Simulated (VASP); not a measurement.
# Mg2ZnO3 (P-3m1) in VASP: single point with HSE06

Aim: the single point of Mg2ZnO3 with HSE06.

All numbers are computed with VASP 6.6.1; they aren't measurements. Logs are shortened: lines on timing, memory, paths and dates and some standing lists are left out, and cuts for length are marked.

## (1) The cell of the first run

The structure is trigonal, space group P-3m1 (No. 164). Conventional cell: a = 2.991 Å, b = 2.991 Å, c = 7.306 Å, α = 90.00°, β = 90.00°, γ = 120.00°. Within 2.8 Å of Mg (site symmetry 3m) lie 6 O at 2.10 to 2.11 Å. Zn (site symmetry -3m) has 6 O at 2.13 Å within 2.8 Å. O (site symmetry 3m) has 3 Mg at 2.10 Å and 3 Zn at 2.13 Å within 2.8 Å. O (site symmetry -3m) has 6 Mg at 2.11 Å within 2.8 Å.

## (2) Single point, HSE06

Contents of POSCAR:

```
Mg2ZnO3
1.0
    2.9912043486      0.0000000000      0.0000000000
   -1.4956021743      2.5904589538      0.0000000000
    0.0000000000      0.0000000000      7.3061051335
Mg Zn O
2 1 3
Direct
    0.3333333333      0.6666666667      0.6659208986
    0.6666666667      0.3333333333      0.3340791014
    0.0000000000      0.0000000000      0.0000000000
    0.3333333333      0.6666666667      0.1717360261
    0.6666666667      0.3333333333      0.8282639739
    0.0000000000      0.0000000000      0.5000000000
```

Contents of INCAR.step1:

```
SYSTEM = Mg2ZnO3
ALGO     = Normal         ! electronic algorithm
EDIFF    = 1E-5           ! SCF threshold, eV
ENCUT    = 520            ! plane-wave cutoff, eV
GGA      = PE             ! functional
ISIF     = 2              ! what is computed and relaxed
ISMEAR   = 0              ! smearing method
LASPH    = .TRUE.         ! aspherical terms in the spheres
LCHARG   = .FALSE.        ! write CHGCAR
LREAL    = .FALSE.        ! projectors in reciprocal space
LWAVE    = .TRUE.         ! write WAVECAR
NBANDS   = 26             ! bands
NELM     = 80             ! most SCF steps
PREC     = Accurate       ! precision mode
SIGMA    = 0.01           ! smearing width, eV
```

Contents of INCAR.step2:

```
SYSTEM = Mg2ZnO3
ALGO     = Normal         ! electronic algorithm
EDIFF    = 1E-6           ! SCF threshold, eV
ENCUT    = 520            ! plane-wave cutoff, eV
GGA      = PE             ! functional
HFSCREEN = 0.2079         ! screening, 1/A
ISIF     = 2              ! what is computed and relaxed
ISMEAR   = 0              ! smearing method
ISTART   = 1            
LASPH    = .TRUE.         ! aspherical terms in the spheres
LCHARG   = .FALSE.        ! write CHGCAR
LHFCALC  = .TRUE.         ! exact exchange
LREAL    = .FALSE.        ! projectors in reciprocal space
LWAVE    = .FALSE.        ! write WAVECAR
NBANDS   = 26             ! bands
NELM     = 80             ! most SCF steps
PREC     = Accurate       ! precision mode
PRECFOCK = Fast         
SIGMA    = 0.01           ! smearing width, eV
```

Contents of KPOINTS:

```
k-points
0
G
  6 6 2
  0 0 0
```

Potentials or basis: VASP PAW PBE potentials, release 64 (Mg, Zn, O).

Launch:

```console
> cat potpaw_PBE.64/Mg/POTCAR potpaw_PBE.64/Zn/POTCAR potpaw_PBE.64/O/POTCAR > POTCAR
> cp INCAR.step1 INCAR
> mpirun -np 1 vasp_std > vasp.out
> cp INCAR.step2 INCAR
> mpirun -np 1 vasp_std > vasp.out
```

OUTCAR:

```text
SYSTEM = Mg2ZnO3
   EDIFF = 1E-6
   ENCUT = 520
   GGA = PE
   HFSCREEN = 0.2079
   ISIF = 2
   ISMEAR = 0
   ISTART = 1
   LASPH = .TRUE.
   LHFCALC = .TRUE.
   LREAL = .FALSE.
   NELM = 80
   PREC = Accurate
   PRECFOCK = Fast

 ion  position               nearest neighbor table
   1  0.333  0.667  0.666-   5 2.10   5 2.10   5 2.10   6 2.11   6 2.11   6 2.11   2 2.98   2 2.98
                             2 2.98   3 2.99   3 2.99   3 2.99
   2  0.667  0.333  0.334-   4 2.10   4 2.10   4 2.10   6 2.11   6 2.11   6 2.11   1 2.98   1 2.98
                             1 2.98   3 2.99   3 2.99   3 2.99
   3  0.000  0.000  0.000-   4 2.13   5 2.13   5 2.13   4 2.13   5 2.13   4 2.13   1 2.99   2 2.99
                             1 2.99   2 2.99   2 2.99   1 2.99
   4  0.333  0.667  0.172-   2 2.10   2 2.10   2 2.10   3 2.13   3 2.13   3 2.13
   5  0.667  0.333  0.828-   1 2.10   1 2.10   1 2.10   3 2.13   3 2.13   3 2.13
   6  0.000  0.000  0.500-   1 2.11   2 2.11   2 2.11   1 2.11   2 2.11   1 2.11

  LATTYP: Found a hexagonal cell.
 ALAT       =     2.9912043486
 C/A-ratio  =     2.4425295908

  Lattice vectors:

 A1 = (   2.9912043486,   0.0000000000,   0.0000000000)
 A2 = (  -1.4956021743,   2.5904589538,   0.0000000000)
 A3 = (   0.0000000000,   0.0000000000,   7.3061051335)

Analysis of symmetry for initial positions (statically):
=====================================================================
 Subroutine PRICEL returns:
 Original cell was already a primitive cell.

 Routine SETGRP: Setting up the symmetry group for a
 hexagonal supercell.

 Subroutine GETGRP returns: Found 12 space group operations
 (whereof 12 operations were pure point group operations)
 out of a pool of 24 trial point group operations.

The static configuration has the point symmetry D_3d.

Analysis of symmetry for dynamics (positions and initial velocities):
=====================================================================
 Subroutine PRICEL returns:
 Original cell was already a primitive cell.

 Routine SETGRP: Setting up the symmetry group for a
 hexagonal supercell.

 Subroutine GETGRP returns: Found 12 space group operations
 (whereof 12 operations were pure point group operations)
 out of a pool of 24 trial point group operations.

The dynamic configuration has the point symmetry D_3d.

 Subroutine INISYM returns: Found 12 space group operations
 (whereof 12 operations are pure point group operations),
[... 103 lines left out ...]
   PSTRESS=    0.0 pullay stress
   NELECT =      34.0000    total number of electrons
   NUPDOWN=      -1.0000    fix difference up-down
   EMIN   =  10.00;   EMAX   =-10.00  energy-range for DOS
   EFERMI =   0.00;   METHOD = LEGACY
   ISMEAR =     0;   SIGMA  =   0.01  broadening in eV -4-tet -1-fermi 0-gaus
   EFERMI_NEDOS =   21; number of points for ismear=-14 and -15
   IALGO  =     38    algorithm
   IMIX   =      1    mixing-type and parameters
     AMIX     =   0.40;   BMIX     =  1.00
     AMIX_MAG =   1.60;   BMIX_MAG =  1.00
  volume/ion in A,a.u.               =       9.44        63.67
  Fermi-wavevector in a.u.,A,eV,Ry     =   1.381226  2.610140 25.957013  1.907787
  Thomas-Fermi vector in A             =   2.506030
   LORBIT       =      0    0 simple, 1 ext, 2 COOP (PROOUT), +10 PAW based schemes
   GGA     = PE    functional components
   LHFCALC =     T    Hartree Fock is set to
   PRECFOCK=fast      Normal, Fast or Accurate (Low or Medium for compatibility)
   ENCUT4O =  -1.0   cutoff for four orbital integrals eV
   NKREDX  =     1    reduce k-point grid by
   NKREDY  =     1    reduce k-point grid by
   NKREDZ  =     1    reduce k-point grid by
   AEXX    =    0.2500 exact exchange contribution
   HFSCREEN=    0.2079 screening length (either q_TF or 0.3 A-1)
   HFSCREENC=   0.2079 screening length for correlation (either q_TF or 0.3 A-1)
   ENCUTFOCK=  -1.0 apply spherical cutoff to Coloumb kernel
   IVDW    =     0    specifies the selected vdW correction
   LEPSILON=     F    determine dielectric tensor
   LRPA    =     F    only Hartree local field effects (RPA)
 non-spin polarized calculation
 Gauss-broadening in eV      SIGMA  =   0.01
  energy-cutoff  :      520.00
  volume of cell :       56.61
 maximum number of plane-waves:      1563
 NGX is ok and might be reduce to    24
  NGX = 14; NGY = 14; NGZ = 36

 number of electron      34.0000006 magnetization

 Free energy of the ion-electron system (eV)
  ---------------------------------------------------
  ext. energy  EPLUGINS =         0.00000000
  ---------------------------------------------------
  free energy    TOTEN  =       -39.52367196 eV

  energy without entropy =      -39.52367196  energy(sigma->0) =      -39.52367196

 E-fermi :   1.9149     XC(G=0):  -9.4364

 val. band max:        1.8664945893   @ k =   0.0000   0.0000   0.5000
 cond. band min:       6.7839649542   @ k =   0.0000   0.0000   0.0000
 fundamental gap:      4.9174703649
 Fermi energy:         1.9149278306

 k-point     1 :       0.0000    0.0000    0.0000
  band No.  band energies     occupation
      1     -17.4786      2.00000
      2     -16.5599      2.00000
      3     -16.3276      2.00000
      4      -4.4968      2.00000
      5      -4.0283      2.00000
      6      -4.0283      2.00000
[... 395 lines left out ...]
     25      16.2672      0.00000
     26      16.2672      0.00000

------------------------ aborting loop because EDIFF is reached ----------------------------------------

  FORCE on cell =-STRESS in cart. coord.  units (eV):
  Direction    XX          YY          ZZ          XY          YZ          ZX
  --------------------------------------------------------------------------------------
  -------------------------------------------------------------------------------------
  Total        0.1031111      0.1031111      0.1440875     -0.0000000      0.0000000      0.0000000
  in kB        2.9181478      2.9181478      4.0778212     -0.0000000      0.0000000      0.0000000
  external PRESSURE =       3.3047056 kB  Pullay stress =       0.0000000 kB

 VOLUME and BASIS-vectors are now :
 -----------------------------------------------------------------------------
  energy-cutoff  :      520.00
  volume of cell :       56.61
      direct lattice vectors                 reciprocal lattice vectors
     2.991204349  0.000000000  0.000000000     0.334313502  0.193015990  0.000000000
    -1.495602174  2.590458954  0.000000000     0.000000000  0.386031980  0.000000000
     0.000000000  0.000000000  7.306105134     0.000000000  0.000000000  0.136871833

 POSITION                                       TOTAL-FORCE (eV/Angst)
 -----------------------------------------------------------------------------------
     -0.00000      1.72697      4.86529        -0.000000      0.000000     -0.037677
      1.49560      0.86349      2.44082        -0.000000     -0.000000      0.037677
      0.00000      0.00000      0.00000        -0.000000      0.000000      0.000000
     -0.00000      1.72697      1.25472         0.000000      0.000000      0.079348
      1.49560      0.86349      6.05138         0.000000     -0.000000     -0.079348
      0.00000      0.00000      3.65305        -0.000000      0.000000      0.000000
 -----------------------------------------------------------------------------------
    total drift:                               -0.000000     -0.000000     -0.000001

  FREE ENERGIE OF THE ION-ELECTRON SYSTEM (eV)
  ---------------------------------------------------
  free  energy   TOTEN  =       -39.5236719624 eV

  energy  without entropy=      -39.5236719624  energy(sigma->0) =      -39.52367196
```

OUTCAR.step1:

```text
SYSTEM = Mg2ZnO3
   EDIFF = 1E-5
   ENCUT = 520
   GGA = PE
   ISIF = 2
   ISMEAR = 0
   LASPH = .TRUE.
   LREAL = .FALSE.
[... 633 lines left out ...]
     -0.00000      1.72697      1.25472         0.000000     -0.000000      0.205133
      1.49560      0.86349      6.05138        -0.000000      0.000000     -0.205133
      0.00000      0.00000      3.65305        -0.000000      0.000000      0.000000
 -----------------------------------------------------------------------------------
    total drift:                               -0.000000      0.000000      0.000000

  FREE ENERGIE OF THE ION-ELECTRON SYSTEM (eV)
  ---------------------------------------------------
  free  energy   TOTEN  =       -32.4184931097 eV

  energy  without entropy=      -32.4184931097  energy(sigma->0) =      -32.41849311
```

Wall time 19 min (1 thread of Intel Xeon 6975P-C (Granite Rapids), shared host); peak memory 0.29 GiB.

Results:

```
Free energy            : -39.5237 eV
Pressure               : 0.3 GPa
Largest force          : 0.079 eV/Å
Band gap on the k mesh : 4.92 eV (least direct gap 5.03 eV)
```

Forces on the atoms (eV/Å):
```
Mg   0.000  0.000 -0.038
Mg   0.000  0.000  0.038
Zn   0.000  0.000  0.000
O    0.000  0.000  0.079
O    0.000  0.000 -0.079
O    0.000  0.000  0.000
```

Levels at points of the mesh, in eV from the valence-band top:
```csv
k point,band 15,band 16,band 17,band 18,band 19,band 20
"(0.00, 0.00, 0.00)",-0.43,-0.11,-0.11,4.92,8.36,8.75
"(0.50, 0.00, 0.00)",-1.27,-0.88,-0.45,8.86,9.50,10.67
"(0.00, 0.00, 0.50)",-0.76,0.00,0.00,6.01,7.28,8.86
"(0.50, 0.00, 0.50)",-1.47,-0.35,-0.32,8.68,9.13,11.08
```

Caveat: the k points lie up to 0.43 Å⁻¹ apart; the PAW data sets were made with another functional, which shifts forces and pressure a little. A k mesh can miss the band edges.
